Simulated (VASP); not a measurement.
SnSe2, 3 atoms in the cell. The structure is trigonal, space group P-3m1 (No. 164). The conventional cell has a = 3.873 Å, b = 3.873 Å, c = 9.216 Å, α = 90.00°, β = 90.00°, γ = 120.00°. Sn (site symmetry -3m) has 6 Se at 2.74 Å within 3.6 Å. Within 3.6 Å of Se (site symmetry 3m) lie 3 Sn at 2.74 Å. 

| Property | Result |
| --- | --- |
| Program | VASP 6.6.1 |
| Task | single point |
| Functional | b88 exchange, pbe correlation |
| Potentials or basis | VASP PAW PBE potentials, release 64 (Sn_d, Se) |
| Cutoff | 500 eV |
| k mesh | 8 × 8 × 5 |
| Occupations | fermi-dirac, width 0.05 eV |
| Spin | no spin polarisation |
| Dipole correction | no |
| Further INCAR settings | ALGO = Normal; EDIFF = 1e-06; NBANDS = 20 |

Potentials or basis: VASP PAW PBE potentials, release 64 (Sn_d, Se).

Run with:

```bash
$ cat potpaw_PBE.64/Sn_d/POTCAR potpaw_PBE.64/Se/POTCAR > POTCAR
$ mpirun -np 1 vasp_std > vasp.out
```

Hardware: 1 thread of Intel(R) Xeon(R) 6975P-C (Granite Rapids), on a shared host.

Task: Estimate the wall time of this run.

Result: Run time: 35 s on 1 thread of Intel(R) Xeon(R) 6975P-C (Granite Rapids) (shared host), peak memory 0.27 GiB. Counts: scf iterations 15, k points 40.
